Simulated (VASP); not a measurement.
Crystal: Tl2SbP3.

```
Tl Sb P
1.0
     3.20339    1.84948    5.13418
    -3.20339    1.84948    5.13418
     0.00000   -3.69896    5.13418
Tl Sb P
2 1 3
Direct
  0.62478 0.62478 0.62478
  0.37522 0.37522 0.37522
  0.00000 0.00000 0.00000
  0.00000 0.50000 0.00000
  0.50000 0.00000 0.00000
  0.00000 0.00000 0.50000
```

- Program: VASP 6.6.1
- Task: relaxation of cell and atoms
- Functional: PBEsol
- Potentials or basis: VASP PAW PBE potentials, release 64 (Tl_d, Sb, P)
- Cutoff: 600 eV
- k mesh: 4 × 4 × 4
- Occupations: fermi-dirac, width 0.03 eV
- Spin: no spin polarisation

At the start: pressure -10.0 GPa; volume 30.42 Å³/atom.

Q: Where does the relaxation end?

A: Over 17 steps the energy falls by 428.2 meV/atom and the volume is 21.20 Å³/atom (-30.3 %); space group R-3m (No. 166, to 0.05 Å).

Step by step:
| step | energy change (eV) | largest force (eV/Å) | pressure (GPa) | volume (Å³) |
| --- | --- | --- | --- | --- |
| 1 | 0.0000 | 0.0203 | -10.00 | 182.51 |
| 2 | -2.2320 | 0.0866 | -3.37 | 136.83 |
| 3 | -2.3220 | 0.0739 | -0.33 | 129.27 |
| 4 | -2.3228 | 0.0697 | 0.11 | 128.33 |
| 5 | -2.5128 | 0.2354 | 1.26 | 124.77 |
| 6 | -2.5172 | 0.2711 | 1.60 | 124.12 |
| 7 | -2.5372 | 0.2551 | -0.63 | 128.02 |
| 8 | -2.5380 | 0.2569 | -0.29 | 127.36 |
| 9 | -2.5455 | 0.2238 | -0.25 | 127.27 |
| 10 | -2.5615 | 0.1153 | -0.07 | 126.98 |
| 11 | -2.5639 | 0.1261 | 0.48 | 126.41 |
| 12 | -2.5679 | 0.0092 | 0.16 | 126.69 |
| 13 | -2.5680 | 0.0041 | 0.19 | 126.66 |
| 14 | -2.5691 | 0.0065 | -0.25 | 127.70 |
| 15 | -2.5693 | 0.0042 | -0.12 | 127.41 |
| 16 | -2.5692 | 0.0104 | 0.11 | 127.02 |
| 17 | -2.5695 | 0.0072 | -0.01 | 127.22 |

Final structure:
```cif
data_structure
_symmetry_space_group_name_H-M 'P 1'
_symmetry_Int_Tables_number 1
_cell_length_a 5.8072
_cell_length_b 5.8072
_cell_length_c 5.8072
_cell_angle_alpha 56.483
_cell_angle_beta 56.483
_cell_angle_gamma 56.483
_cell_volume 127.22
loop_
_atom_site_label
_atom_site_type_symbol
_atom_site_fract_x
_atom_site_fract_y
_atom_site_fract_z
_atom_site_occupancy
Tl1 Tl 0.61509 0.61509 0.61509 1
Tl2 Tl 0.38491 0.38491 0.38491 1
Sb1 Sb 0.00000 0.00000 0.00000 1
P1 P 0.00000 0.50000 0.00000 1
P2 P 0.50000 0.00000 0.00000 1
P3 P 0.00000 0.00000 0.50000 1
```

Caveat: the volume moved by over 15 % at a fixed basis, so the end points are rough; the PAW data sets were made with another functional, which shifts forces and pressure a little.
